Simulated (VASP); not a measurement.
**B: single point with PBE**

B:

```xyz
2
Lattice="-1.1196 1.1196 2.6713 1.1196 -1.1196 2.6713 1.1196 1.1196 -2.6713" Properties=species:S:1:pos:R:3 pbc="T T T"
B     0.0000    0.0000    1.8288
B     0.0000    0.0000    3.5137
```

The cell was built from a structure type or drawn by symmetry, and may not be a known phase.

```yaml
Program: VASP 6.6.1
Task: single point
Functional: PBE
Potentials_or_basis: VASP PAW PBE potentials, release 64 (B)
Cutoff: 520 eV
k_mesh: 34 × 34 × 34
Occupations: gaussian, width 0.1 eV
Spin: no spin polarisation
```

| Item | Value |
| --- | --- |
| Pressure | 0.0 GPa |
| Largest force | 0.004 eV/Å |
| Band gap on the k mesh | zero (bands 3 and 4 overlap by 6.42 eV) |

Forces in eV/Å, atoms in the order of the input:
```
B    0.000  0.000 -0.004
B    0.000  0.000  0.004
```

Stress tensor (GPa, compression positive):
```
-0.11  0.00  0.00
 0.00 -0.11  0.00
 0.00  0.00  0.07
```

Levels at points of the mesh, in eV from the Fermi level:
| k point | band 1 | band 2 | band 3 | band 4 | band 5 | band 6 | band 7 |
| --- | --- | --- | --- | --- | --- | --- | --- |
| (0.00, 0.00, 0.00) | -17.08 | -3.31 | 3.26 | 5.13 | 5.13 | 10.71 | 10.71 |
| (0.50, 0.00, 0.00) | -10.46 | -9.93 | -4.39 | 3.47 | 8.14 | 10.64 | 14.29 |
| (0.50, 0.50, 0.00) | -7.32 | -4.68 | -2.75 | -0.24 | 0.46 | 1.36 | 10.36 |
| (0.50, 0.50, 0.50) | -14.07 | -11.55 | 2.83 | 2.83 | 12.94 | 14.65 | 16.51 |

Run time: 2.7 min on 1 thread of Intel(R) Xeon(R) Platinum 8375C CPU @ 2.90GHz (Ice Lake), on a shared host, peak memory 0.41 GiB.
